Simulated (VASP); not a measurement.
Set up this calculation in VASP 6.6.1, as the native input.

```yaml
Task: single point
Functional: PBEsol
Potentials_or_basis: VASP PAW PBE potentials, release 64 (C)
Cutoff: 520 eV
k_mesh: 14 × 14 × 14
Occupations: gaussian, width 0.02 eV
Spin: no spin polarisation
Dipole_correction: no
Further_INCAR_settings: ALGO = Normal; EDIFF = 1e-06; NBANDS = 11
```

The structure of C lies in POSCAR:

```
C
1.0
    0.0000000000      2.1195342300      3.5944462800
    1.2763463600      0.0000000000      3.5944462800
    1.2763463600      2.1195342300      0.0000000000
C
2
Direct
    0.1431627127      0.8568372873      0.1431627127
    0.8568372873      0.1431627127      0.8568372873
```

This cell differs from its parent crystal: strained and its atoms moved.

These files were run (other wordings do the same):

INCAR

```
SYSTEM = C
ALGO = Normal
EDIFF = 1E-6
ENCUT = 520
GGA = PS
ISIF = 2
ISMEAR = 0
LASPH = .TRUE.
LCHARG = .FALSE.
LREAL = .FALSE.
LWAVE = .FALSE.
NBANDS = 11
NELM = 60
PREC = Accurate
SIGMA = 0.02
```

KPOINTS

```
k-points
0
G
  14 14 14
  0 0 0
```

Potentials or basis: VASP PAW PBE potentials, release 64 (C).

Command:

```bash
$ cat potpaw_PBE.64/C/POTCAR > POTCAR
$ mpirun -np 1 vasp_std > vasp.out
```

It gave:

```
Pressure               : 14.7 GPa
Largest force          : 14.049 eV/Å
Band gap on the k mesh : zero (band 4 reaches 3.71 eV, above the bottom of band 5 at 2.82 eV)
```

Caveat: the cell differs from its parent crystal (strained and its atoms moved); the PAW data sets were made with another functional, which shifts forces and pressure a little.

It took 47 s on 1 thread of Intel(R) Xeon(R) Platinum 8488C (Sapphire Rapids), on a shared host, peak memory 0.19 GiB.
